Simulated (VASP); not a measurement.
# SnTe2 (I4_1/amd) in VASP: single point with r2SCAN+rVV10

Aim: the single point of SnTe2 with r2SCAN+rVV10.

All numbers are computed with VASP 6.6.1; they aren't measurements. Logs are shortened: lines on timing, memory, paths and dates and some standing lists are left out, and cuts for length are marked.

**1. The cell of the first run**

The structure is tetragonal, space group I4_1/amd (No. 141). Conventional cell: a = 6.192 Å, b = 6.192 Å, c = 9.644 Å, α = 90.00°, β = 90.00°, γ = 90.00°. Within 4.0 Å of Sn (site symmetry -4m2) lie 6 Te at 3.04 to 3.16 Å and 4 Sn at 3.92 Å. Te (site symmetry 2mm) has 3 Sn at 3.04 to 3.16 Å and 7 Te at 3.30 to 3.92 Å within 4.0 Å.

**2. Single point, r2SCAN+rVV10**

File POSCAR:

```
SnTe2
1.0
   -3.0959595208      3.0959595208      4.8219926356
    3.0959595208     -3.0959595208      4.8219926356
    3.0959595208      3.0959595208     -4.8219926356
Sn Te
2 4
Direct
    0.7500000000      0.2500000000      0.5000000000
    0.0000000000      0.0000000000      0.0000000000
    0.4347151291     -0.0652848709      0.5000000000
    0.6847151291      0.6847151291      0.0000000000
    0.3152848709      0.3152848709      0.0000000000
    1.0652848709      0.5652848709      0.5000000000
```

File INCAR.step1:

```
PREC = Accurate
ENCUT = 520
ISMEAR = -1
SIGMA = 0.03
LREAL = F
LASPH = T
NELM = 80
NBANDS = 35
GGA = PE
ALGO = Normal
EDIFF = 1E-4
LWAVE = T
LCHARG = F
```

File INCAR.step2:

```
PREC = Accurate
ENCUT = 520
EDIFF = 1E-7
ISMEAR = -1
SIGMA = 0.03
LREAL = F
LASPH = T
NELM = 80
ALGO = Normal
ISIF = 2
LWAVE = F
LCHARG = T
METAGGA = R2SCAN
LMIXTAU = T
LUSE_VDW = T
IVDW_NL = 2
BPARAM = 11.95
CPARAM = 0.0093
LELF = T
LVHAR = T
NBANDS = 35
ISTART = 1
```

File KPOINTS:

```
Automatic mesh
0
Gamma
  6 6 6
```

Potentials or basis: VASP PAW PBE potentials, release 64 (Sn_d, Te).

Started as:

```sh
$ cat potpaw_PBE.64/Sn_d/POTCAR potpaw_PBE.64/Te/POTCAR > POTCAR
$ cp INCAR.step1 INCAR
$ mpirun -np 1 vasp_std > vasp.out
$ cp INCAR.step2 INCAR
$ mpirun -np 1 vasp_std > vasp.out
```

OUTCAR:

```text
PREC = Accurate
   ENCUT = 520
   EDIFF = 1E-7
   ISMEAR = -1
   LREAL = F
   LASPH = T
   NELM = 80
   ISIF = 2
   METAGGA = R2SCAN
   IVDW_NL = 2
   BPARAM = 11.95
   ISTART = 1

 ion  position               nearest neighbor table
   1  0.750  0.250  0.500-   3 3.04   6 3.04   4 3.16   5 3.16   5 3.16   4 3.16
   2  0.000  0.000  0.000-   4 3.04   5 3.04   6 3.16   3 3.16   6 3.16   3 3.16
   3  0.435  0.935  0.500-   1 3.04   2 3.16   2 3.16   5 3.30   5 3.30   6 3.56
   4  0.685  0.685  0.000-   2 3.04   1 3.16   1 3.16   6 3.30   6 3.30   5 3.56
   5  0.315  0.315  0.000-   2 3.04   1 3.16   1 3.16   3 3.30   3 3.30   4 3.56
   6  0.065  0.565  0.500-   1 3.04   2 3.16   2 3.16   4 3.30   4 3.30   3 3.56

  LATTYP: Found a body centered tetragonal cell.
 ALAT       =     6.1919190416
 C/A-ratio  =     1.5575115253

  Lattice vectors:

 A1 = (  -3.0959595208,   3.0959595208,   4.8219926356)
 A2 = (   3.0959595208,  -3.0959595208,   4.8219926356)
 A3 = (   3.0959595208,   3.0959595208,  -4.8219926356)

Analysis of symmetry for initial positions (statically):
=====================================================================
 Subroutine PRICEL returns:
 Original cell was already a primitive cell.

 Routine SETGRP: Setting up the symmetry group for a
 body centered tetragonal supercell.

 Subroutine GETGRP returns: Found 16 space group operations
 (whereof  8 operations were pure point group operations)
 out of a pool of 16 trial point group operations.

The static configuration has the point symmetry D_2d.
 The point group associated with its full space group is D_4h.

Analysis of symmetry for dynamics (positions and initial velocities):
=====================================================================
 Subroutine PRICEL returns:
 Original cell was already a primitive cell.

 Routine SETGRP: Setting up the symmetry group for a
 body centered tetragonal supercell.

 Subroutine GETGRP returns: Found 16 space group operations
 (whereof  8 operations were pure point group operations)
 out of a pool of 16 trial point group operations.

The dynamic configuration has the point symmetry D_2d.
 The point group associated with its full space group is D_4h.

 Subroutine INISYM returns: Found 16 space group operations
 (whereof  8 operations are pure point group operations),
 and found     1 'primitive' translations

----------------------------------------------------------------------------------------

[... 103 lines left out ...]
   NSW    =      0    number of steps for IOM
   IBRION =     -1    ionic relax: 0-MD 1-quasi-New 2-CG
   NFREE  =      0    steps in history (QN), initial steepest desc. (CG)
   ISIF   =      2    stress and relaxation
   ISYM   =      2    0-nonsym 1-usesym 2-fastsym
   POTIM  = 0.5000    time-step for ionic-motion
   TEBEG  =    0.0;   TEEND  =   0.0 temperature during run
   PSTRESS=    0.0 pullay stress
   NELECT =      52.0000    total number of electrons
   NUPDOWN=      -1.0000    fix difference up-down
   EMIN   =  10.00;   EMAX   =-10.00  energy-range for DOS
   EFERMI =   0.00;   METHOD = LEGACY
   ISMEAR =    -1;   SIGMA  =   0.03  broadening in eV -4-tet -1-fermi 0-gaus
   EFERMI_NEDOS =   21; number of points for ismear=-14 and -15
   IALGO  =     38    algorithm
   IMIX   =      4    mixing-type and parameters
     AMIX     =   0.40;   BMIX     =  1.00
     AMIX_MAG =   1.60;   BMIX_MAG =  1.00
  volume/ion in A,a.u.               =      30.81       207.93
  Fermi-wavevector in a.u.,A,eV,Ry     =   1.072631  2.026978 15.654003  1.150537
  Thomas-Fermi vector in A             =   2.208407
   LORBIT       =      0    0 simple, 1 ext, 2 COOP (PROOUT), +10 PAW based schemes
   METAGGA = R2SCAN    functional components
   LHFCALC =     F    Hartree Fock is set to
   AEXX    =    0.0000 exact exchange contribution
   IVDW_NL    =     2    kernel type
   BPARAM     =11.9500
   IVDW    =     0    specifies the selected vdW correction
   LEPSILON=     F    determine dielectric tensor
   LRPA    =     F    only Hartree local field effects (RPA)
 non-spin polarized calculation
  energy-cutoff  :      520.00
  volume of cell :      184.87
 maximum number of plane-waves:      5018
   NGX = 25   NGY = 25   NGZ = 25

 number of electron      52.0000003 magnetization

 Free energy of the ion-electron system (eV)
  ---------------------------------------------------
  ext. energy  EPLUGINS =         0.00000000
  ---------------------------------------------------
  free energy    TOTEN  =      -149.90368429 eV

  energy without entropy =     -149.89712657  energy(sigma->0) =     -149.90040543

 E-fermi :   6.7053     XC(G=0): -10.1803

 val. band max:        6.7028978004   @ k =   0.0000   0.0000   0.0000
 cond. band min:       6.7114811951   @ k =  -0.1667   0.3333   0.1667
 fundamental gap:      0.0085833946
 Fermi energy:         6.7052614695

 k-point     1 :       0.0000    0.0000    0.0000
  band No.  band energies     occupation
      1     -15.6004      2.00000
      2     -15.5839      2.00000
      3     -15.5763      2.00000
      4     -15.5751      2.00000
      5     -15.5650      2.00000
      6     -15.5536      2.00000
[... 901 lines left out ...]
     34      11.3939      0.00000
     35      12.0804      0.00000

 [... further k-points ...]

------------------------ aborting loop because EDIFF is reached ----------------------------------------

  FORCE on cell =-STRESS in cart. coord.  units (eV):
  Direction    XX          YY          ZZ          XY          YZ          ZX
  --------------------------------------------------------------------------------------
  -------------------------------------------------------------------------------------
  Total        0.1988352      0.1988352      0.2651680      0.0000000      0.0000000      0.0000000
  in kB        1.7231650      1.7231650      2.2980244      0.0000000      0.0000000      0.0000000
  external PRESSURE =       1.9147848 kB  Pullay stress =       0.0000000 kB

 VOLUME and BASIS-vectors are now :
 -----------------------------------------------------------------------------
  energy-cutoff  :      520.00
  volume of cell :      184.87
      direct lattice vectors                 reciprocal lattice vectors
    -3.095959521  3.095959521  4.821992636     0.000000000  0.161500820  0.103691573
     3.095959521 -3.095959521  4.821992636     0.161500820  0.000000000  0.103691573
     3.095959521  3.095959521 -4.821992636     0.161500820  0.161500820  0.000000000

 POSITION                                       TOTAL-FORCE (eV/Angst)
 -----------------------------------------------------------------------------------
      0.00000      3.09596      2.41100         0.000000      0.000000      0.000000
      0.00000      0.00000      0.00000         0.000000      0.000000      0.000000
      3.09596      0.00000      4.19239        -0.000000      0.000000     -0.012899
      0.00000      0.00000      6.60338         0.000000     -0.000000     -0.012899
      0.00000      0.00000      3.04060         0.000000     -0.000000      0.012899
      3.09596      0.00000      0.62961        -0.000000      0.000000      0.012899
 -----------------------------------------------------------------------------------
    total drift:                                0.000000     -0.000000      0.000000

  FREE ENERGIE OF THE ION-ELECTRON SYSTEM (eV)
  ---------------------------------------------------
  free  energy   TOTEN  =      -149.9036842936 eV

  energy  without entropy=     -149.8971265717  energy(sigma->0) =     -149.90040543
```

OUTCAR.step1:

```text
PREC = Accurate
   ENCUT = 520
   ISMEAR = -1
   LREAL = F
   LASPH = T
[... 1149 lines left out ...]
      3.09596      0.00000      4.19239        -0.000000     -0.000000     -0.174315
      0.00000      0.00000      6.60338        -0.000000     -0.000000     -0.174315
      0.00000      0.00000      3.04060         0.000000      0.000000      0.174315
      3.09596      0.00000      0.62961        -0.000000     -0.000000      0.174315
 -----------------------------------------------------------------------------------
    total drift:                                0.000000      0.000000      0.000000

  FREE ENERGIE OF THE ION-ELECTRON SYSTEM (eV)
  ---------------------------------------------------
  free  energy   TOTEN  =       -20.5411241274 eV

  energy  without entropy=      -20.5342248443  energy(sigma->0) =      -20.53767449
```

It took 14 min on 1 thread of AMD EPYC 7R13 (Zen 3), shared host; peak memory 0.82 GiB.

What came out:

| Property | Result |
| --- | --- |
| Free energy | -149.9037 eV |
| Pressure | 0.2 GPa |
| Largest force | 0.013 eV/Å |
| Band gap on the k mesh | zero (bands 26 and 27 overlap by 1.47 eV) |

Forces in eV/Å, atoms in the order of the input:
```
Sn   0.000  0.000  0.000
Sn   0.000  0.000  0.000
Te   0.000  0.000 -0.013
Te   0.000  0.000 -0.013
Te   0.000  0.000  0.013
Te   0.000  0.000  0.013
```

Levels at points of the mesh, in eV from the Fermi level:
```
           k point  band 23  band 24  band 25  band 26  band 27  band 28  band 29  band 30
(0.00, 0.00, 0.00)    -3.77    -3.45    -0.58     0.00     1.33     1.33     2.80     4.19
(0.50, 0.00, 0.00)    -2.00    -0.85    -0.52     0.27     0.50     0.66     1.57     1.99
(0.50, 0.50, 0.00)    -0.78    -0.78    -0.64    -0.64    -0.13    -0.13     1.13     1.13
(0.50, 0.50, 0.50)    -2.33    -2.33    -1.93    -1.93     0.81     0.81     3.01     3.01
```

Caveat: the PAW data sets were made with another functional, which shifts forces and pressure a little; spin-orbit coupling is left out, which moves the levels of the heavy elements.
